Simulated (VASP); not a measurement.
# InSb3 (P1) in VASP: single point with PBE

Aim: the single point of InSb3 with PBE.

Everything below comes from runs of VASP 6.6.1. Logs are shortened: lines on timing, memory, paths and dates and some standing lists are left out, and cuts for length are marked.

## Step 1: The cell of the first run

The typed cell holds 4 atoms: a = 4.806 Å, b = 4.806 Å, c = 4.806 Å, α = 90.00°, β = 90.00°, γ = 90.00°.

## Step 2: Single point, PBE (one atom moved)

The input, INCAR:

```
SYSTEM = InSb3
ALGO = Normal
EDIFF = 1E-6
ENCUT = 520
GGA = PE
ISIF = 2
ISMEAR = 0
LASPH = .TRUE.
LCHARG = .FALSE.
LREAL = .FALSE.
LWAVE = .FALSE.
NBANDS = 22
NELM = 100
PREC = Accurate
SIGMA = 0.1
```

The input, KPOINTS:

```
k-points
0
G
  8 8 8
  0 0 0
```

The input, POSCAR:

```
InSb3
1.0
    4.8063670000      0.0000000000      0.0000000000
    0.0000000000      4.8063670000      0.0000000000
    0.0000000000      0.0000000000      4.8063670000
In Sb
1 3
Direct
   -0.0017414401      0.0231755087     -0.0406356818
    0.5000000000      0.0000000000      0.5000000000
    0.0000000000      0.5000000000      0.5000000000
    0.5000000000      0.5000000000      0.0000000000
```

Potentials or basis: VASP PAW PBE potentials, release 64 (In_d, Sb).

Started as:

```bash
cat potpaw_PBE.64/In_d/POTCAR potpaw_PBE.64/Sb/POTCAR > POTCAR
mpirun -np 1 vasp_std > vasp.out
```

OUTCAR:

```text
SYSTEM = InSb3
   EDIFF = 1E-6
   ENCUT = 520
   GGA = PE
   ISIF = 2
   ISMEAR = 0
   LASPH = .TRUE.
   LREAL = .FALSE.
   NELM = 100
   PREC = Accurate

 ion  position               nearest neighbor table
   1  0.998  0.023  0.959-   3 3.18   2 3.26   2 3.27   4 3.32   4 3.33   3 3.35   3 3.46   4 3.48
                             4 3.49   2 3.54   2 3.55   3 3.62
   2  0.500  0.000  0.500-   1 3.26   1 3.27   4 3.40   4 3.40   3 3.40   4 3.40   4 3.40   3 3.40
                             3 3.40   3 3.40   1 3.54   1 3.55
   3  0.000  0.500  0.500-   1 3.18   1 3.35   2 3.40   4 3.40   4 3.40   2 3.40   2 3.40   4 3.40
                             4 3.40   2 3.40   1 3.46   1 3.62
   4  0.500  0.500  0.000-   1 3.32   1 3.33   3 3.40   2 3.40   3 3.40   2 3.40   2 3.40   2 3.40
                             3 3.40   3 3.40   1 3.48   1 3.49

  LATTYP: Found a simple cubic cell.
 ALAT       =     4.8063670000

  Lattice vectors:

 A1 = (   4.8063670000,   0.0000000000,   0.0000000000)
 A2 = (   0.0000000000,   4.8063670000,   0.0000000000)
 A3 = (   0.0000000000,   0.0000000000,   4.8063670000)

Analysis of symmetry for initial positions (statically):
=====================================================================
 Subroutine PRICEL returns:
 Original cell was already a primitive cell.

 Routine SETGRP: Setting up the symmetry group for a
 simple cubic supercell.

 Subroutine GETGRP returns: Found  1 space group operations
 (whereof  1 operations were pure point group operations)
 out of a pool of 48 trial point group operations.

The static configuration has the point symmetry C_1 .

Analysis of symmetry for dynamics (positions and initial velocities):
=====================================================================
 Subroutine PRICEL returns:
 Original cell was already a primitive cell.

 Routine SETGRP: Setting up the symmetry group for a
 simple cubic supercell.

 Subroutine GETGRP returns: Found  1 space group operations
 (whereof  1 operations were pure point group operations)
 out of a pool of 48 trial point group operations.

The dynamic configuration has the point symmetry C_1 .

 Subroutine INISYM returns: Found  1 space group operations
 (whereof  1 operations are pure point group operations),
 and found     1 'primitive' translations

----------------------------------------------------------------------------------------

                                     Primitive cell

  volume of cell :     111.0327

  direct lattice vectors                    reciprocal lattice vectors
     4.806367000  0.000000000  0.000000000     0.208057354  0.000000000  0.000000000
     0.000000000  4.806367000  0.000000000     0.000000000  0.208057354  0.000000000
     0.000000000  0.000000000  4.806367000     0.000000000  0.000000000  0.208057354

  length of vectors
     4.806367000  4.806367000  4.806367000     0.208057354  0.208057354  0.208057354

  position of ions in fractional coordinates (direct lattice)
     0.998258560  0.023175509  0.959364318
     0.500000000  0.000000000  0.500000000
     0.000000000  0.500000000  0.500000000
     0.500000000  0.500000000  0.000000000

  ion indices of the primitive-cell ions
   primitive index   ion index
                 1           1
                 2           2
                 3           3
                 4           4

----------------------------------------------------------------------------------------

 KPOINTS: k-points

Automatic generation of k-mesh.
 Grid dimensions read from file:
 generate k-points for:    8    8    8

 Generating k-lattice:

  Cartesian coordinates                     Fractional coordinates (reciprocal lattice)
     0.026007169  0.000000000  0.000000000     0.125000000  0.000000000  0.000000000
     0.000000000  0.026007169  0.000000000     0.000000000  0.125000000  0.000000000
     0.000000000  0.000000000  0.026007169     0.000000000  0.000000000  0.125000000

  Length of vectors
     0.026007169  0.026007169  0.026007169

  Shift w.r.t. Gamma in fractional coordinates (k-lattice)
     0.000000000  0.000000000  0.000000000

 Subroutine IBZKPT returns following result:
 ===========================================

 Found    260 irreducible k-points:

 Following reciprocal coordinates:
            Coordinates               Weight
  0.000000  0.000000  0.000000      1.000000
  0.125000  0.000000  0.000000      2.000000
  0.000000  0.125000  0.000000      2.000000
  0.000000  0.000000  0.125000      2.000000
  0.250000  0.000000  0.000000      2.000000
  0.000000  0.250000  0.000000      2.000000
[... 16 lines left out ...]
 -0.125000  0.250000  0.000000      2.000000
 -0.250000  0.000000  0.125000      2.000000
 [... further k-points ...]
   k-points           NKPTS =    260   k-points in BZ     NKDIM =    260   number of bands    NBANDS=     22
   number of dos      NEDOS =    301   number of ions     NIONS =      4
   total plane-waves  NPLWV =  46656
   dimension x,y,z NGX =    36 NGY =   36 NGZ =   36
   dimension x,y,z NGXF=    72 NGYF=   72 NGZF=   72
   ions per type =               1   3
   NGX,Y,Z   is equivalent  to a cutoff of  12.45, 12.45, 12.45 a.u.
   NGXF,Y,Z  is equivalent  to a cutoff of  24.90, 24.90, 24.90 a.u.
 SYSTEM =  InSb3
   PREC   = accura    normal or accurate (medium, high low for compatibility)
   ISTART =      0    job   : 0-new  1-cont  2-samecut
   ICHARG =      2    charge: 1-file 2-atom 10-const
   ISPIN  =      1    spin polarized calculation?
   LNONCOLLINEAR =      F non collinear calculations
   LSORBIT =      F    spin-orbit coupling
   LASPH  =      T    aspherical Exc in radial PAW
   ENCUT  =  520.0 eV  38.22 Ry    6.18 a.u.   8.94  8.94  8.94*2*pi/ulx,y,z
   NELM   =    100;   NELMIN=  2; NELMDL= -5     # of ELM steps
   EDIFF  = 0.1E-05   stopping-criterion for ELM
   LREAL  =      F    real-space projection
   EDIFFG = 0.1E-04   stopping-criterion for IOM
   NSW    =      0    number of steps for IOM
   IBRION =     -1    ionic relax: 0-MD 1-quasi-New 2-CG
   NFREE  =      0    steps in history (QN), initial steepest desc. (CG)
   ISIF   =      2    stress and relaxation
   ISYM   =      2    0-nonsym 1-usesym 2-fastsym
   POTIM  = 0.5000    time-step for ionic-motion
   TEBEG  =    0.0;   TEEND  =   0.0 temperature during run
   PSTRESS=    0.0 pullay stress
   NELECT =      28.0000    total number of electrons
   NUPDOWN=      -1.0000    fix difference up-down
   EMIN   =  10.00;   EMAX   =-10.00  energy-range for DOS
   EFERMI =   0.00;   METHOD = LEGACY
   ISMEAR =     0;   SIGMA  =   0.10  broadening in eV -4-tet -1-fermi 0-gaus
   EFERMI_NEDOS =   21; number of points for ismear=-14 and -15
   IALGO  =     38    algorithm
   IMIX   =      4    mixing-type and parameters
     AMIX     =   0.40;   BMIX     =  1.00
     AMIX_MAG =   1.60;   BMIX_MAG =  1.00
  volume/ion in A,a.u.               =      27.76       187.32
  Fermi-wavevector in a.u.,A,eV,Ry     =   1.034294  1.954532 14.555018  1.069764
  Thomas-Fermi vector in A             =   2.168582
   LORBIT       =      0    0 simple, 1 ext, 2 COOP (PROOUT), +10 PAW based schemes
   GGA     = PE    functional components
   LHFCALC =     F    Hartree Fock is set to
   AEXX    =    0.0000 exact exchange contribution
   IVDW    =     0    specifies the selected vdW correction
   LEPSILON=     F    determine dielectric tensor
   LRPA    =     F    only Hartree local field effects (RPA)
 non-spin polarized calculation
 Gauss-broadening in eV      SIGMA  =   0.10
  energy-cutoff  :      520.00
  volume of cell :      111.03
 maximum number of plane-waves:      3016
   NGX = 17   NGY = 17   NGZ = 17

 number of electron      28.0000007 magnetization

 Free energy of the ion-electron system (eV)
  ---------------------------------------------------
  ext. energy  EPLUGINS =         0.00000000
  ---------------------------------------------------
  free energy    TOTEN  =       -14.21395901 eV

  energy without entropy =      -14.20260583  energy(sigma->0) =      -14.20828242

 E-fermi :   7.8283     XC(G=0): -10.0560

 val. band max:        7.8256557437   @ k =   0.5000   0.3750   0.1250
 cond. band min:       7.8291105984   @ k =   0.5000  -0.3750   0.1250
 fundamental gap:      0.0034548547
 Fermi energy:         7.8282658327

 k-point     1 :       0.0000    0.0000    0.0000
  band No.  band energies     occupation
      1      -6.7045      2.00000
      2      -6.6999      2.00000
      3      -6.6871      2.00000
      4      -6.6869      2.00000
      5      -6.6842      2.00000
      6      -4.3546      2.00000
[... 14 lines left out ...]
     21      12.7441      0.00000
     22      12.9166      0.00000

 k-point     2 :       0.1250    0.0000    0.0000
  band No.  band energies     occupation
      1      -6.7025      2.00000
      2      -6.6989      2.00000
      3      -6.6887      2.00000
      4      -6.6870      2.00000
      5      -6.6858      2.00000
      6      -4.2593      2.00000
[... 14 lines left out ...]
     21      13.0011      0.00000
     22      13.3504      0.00000

 k-point     3 :       0.0000    0.1250    0.0000
  band No.  band energies     occupation
      1      -6.7032      2.00000
      2      -6.6983      2.00000
      3      -6.6887      2.00000
      4      -6.6872      2.00000
      5      -6.6855      2.00000
      6      -4.2596      2.00000
[... 14 lines left out ...]
     21      13.0156      0.00000
     22      13.3026      0.00000
[... 476 lines left out ...]
 k-point    23 :      -0.1250    0.2500    0.0000
  band No.  band energies     occupation
      1      -6.6996      2.00000
      2      -6.6943      2.00000
      3      -6.6924      2.00000
      4      -6.6909      2.00000
      5      -6.6875      2.00000
      6      -3.8838      2.00000
[... 14 lines left out ...]
     21      13.4574      0.00000
     22      13.7458      0.00000

 k-point    24 :      -0.2500    0.0000    0.1250
  band No.  band energies     occupation
      1      -6.6990      2.00000
      2      -6.6949      2.00000
      3      -6.6938      2.00000
      4      -6.6899      2.00000
      5      -6.6870      2.00000
      6      -3.8831      2.00000
[... 14 lines left out ...]
     21      13.4577      0.00000
     22      13.6673      0.00000

 [... further k-points ...]

------------------------ aborting loop because EDIFF is reached ----------------------------------------

  FORCE on cell =-STRESS in cart. coord.  units (eV):
  Direction    XX          YY          ZZ          XY          YZ          ZX
  --------------------------------------------------------------------------------------
  -------------------------------------------------------------------------------------
  Total        0.3261769      0.3133490      0.2766917     -0.0040477     -0.1086593      0.0077739
  in kB        4.7066619      4.5215580      3.9926015     -0.0584081     -1.5679307      0.1121755
  external PRESSURE =       4.4069405 kB  Pullay stress =       0.0000000 kB

 VOLUME and BASIS-vectors are now :
 -----------------------------------------------------------------------------
  energy-cutoff  :      520.00
  volume of cell :      111.03
      direct lattice vectors                 reciprocal lattice vectors
     4.806367000  0.000000000  0.000000000     0.208057354  0.000000000  0.000000000
     0.000000000  4.806367000  0.000000000     0.000000000  0.208057354  0.000000000
     0.000000000  0.000000000  4.806367000     0.000000000  0.000000000  0.208057354

 POSITION                                       TOTAL-FORCE (eV/Angst)
 -----------------------------------------------------------------------------------
      4.79800      0.11139      4.61106         0.013482     -0.173635      0.288665
      2.40318      0.00000      2.40318        -0.010762     -0.088023     -0.212536
      0.00000      2.40318      2.40318         0.006597      0.145237     -0.229276
      2.40318      2.40318      0.00000        -0.009318      0.116422      0.153148
 -----------------------------------------------------------------------------------
    total drift:                                0.000221     -0.000048     -0.000230

  FREE ENERGIE OF THE ION-ELECTRON SYSTEM (eV)
  ---------------------------------------------------
  free  energy   TOTEN  =       -14.2139590063 eV

  energy  without entropy=      -14.2026058302  energy(sigma->0) =      -14.20828242
```

It took 7.1 min on 1 thread of AMD EPYC 7R43 (Zen 3), shared host; peak memory 0.62 GiB.

What came out:

```yaml
Free_energy: -14.2140 eV
Pressure: 0.4 GPa
Largest_force: 0.337 eV/Å
Band_gap_on_the_k_mesh: zero (band 14 reaches 11.32 eV, above the bottom of band 15 at 6.72 eV)
```

Forces in eV/Å, atoms in the order of the input:
```
In   0.013 -0.174  0.289
Sb  -0.011 -0.088 -0.213
Sb   0.007  0.145 -0.229
Sb  -0.009  0.116  0.153
```

Stress tensor (GPa, compression positive):
```
 0.47 -0.01  0.01
-0.01  0.45 -0.16
 0.01 -0.16  0.40
```

Caveat: the cell differs from its parent crystal (one atom moved); spin-orbit coupling is left out, which moves the levels of the heavy elements.
